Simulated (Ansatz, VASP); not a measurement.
**Cd in VASP and in Ansatz**

```
Cd
1.0
     2.99860    0.00000    0.00000
    -1.49930    2.59686    0.00000
     0.00000    0.00000    5.65485
Cd
2
Direct
  0.66667 0.33333 0.75000
  0.33333 0.66667 0.25000
```

Alike in both runs: task single point; functional r2SCAN; k mesh 10 × 10 × 5; occupations fermi-dirac, width 0.05 eV; no spin polarisation.

|  | VASP | Ansatz |
| --- | --- | --- |
| version | VASP 6.6.1 | Ansatz 0.2.0 |
| potentials or method | VASP PAW PBE potentials, release 64 (Cd) | Ansatz PAW |
| plane-wave cutoff (eV) | 520 | 500 |
| valence electrons in the cell | 24 | 40 |

|  | VASP | Ansatz | Ansatz less VASP |
| --- | --- | --- | --- |
| gap on the k mesh at the Fermi level (eV) | none | none | - |
| pressure (GPa) | -0.3 | -0.6 | -0.33 |
| traceless stress, the component that is largest in VASP (GPa) | 0.13 | 0.25 | +0.125 |

VASP's potentials were made for PBE, not for r2SCAN. A gap of «none» marks a metal or a gap that the smearing closes. VASP's potentials hold 24 valence electrons a cell and Ansatz's 40, so a difference there can come from the potentials and not from the codes.
